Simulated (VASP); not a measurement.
Runs of VASP 6.6.1 on InSe. The structure is that of space group R3m (No. 160), or close to it. The cells are those of the table. 

```tsv
cell	gap on the mesh (eV)	pressure (GPa)	largest force (eV/Å)
a = 8.677 Å, angles 26.4°, 4 atoms	0.40	1.6	0.43
a = 8.448 Å, angles 26.4°, 4 atoms	0.63	7.2	1.04
a = 9.033 Å, angles 26.4°, 4 atoms	0.12	-3.7	0.55
a = 8.602 Å, angles 26.4°, 4 atoms	0.47	3.2	0.54
a = 8.823 Å, angles 26.4°, 4 atoms	0.27	-1.0	0.22
a = 8.894 Å, angles 26.4°, 4 atoms	0.21	(c)	(d)
a = 8.526 Å, angles 26.4°, 4 atoms	(a)	5.1	0.77
a = 8.964 Å, angles 26.4°, 4 atoms	(b)	-2.9	0.41
a = 8.750 Å, angles 26.4°, 4 atoms	0.33	0.3	0.32
```

Alike in all rows: task single point; level PBEsol; potentials or basis VASP PAW PBE potentials, release 64 (In_d, Se); no spin polarisation; k mesh 6 × 6 × 6; cutoff (eV) 520; smearing gaussian 0.01 eV.

Q: Estimate the missing entries.

A: (a) 0.55; (b) 0.17; (c) -2.0; (d) 0.26.

Caveats: the PAW data sets were made with another functional, which shifts forces and pressure a little; spin-orbit coupling is left out, which moves the levels of the heavy elements.

A k mesh can miss the band edges, and the runs leave out spin-orbit coupling on In, Se.
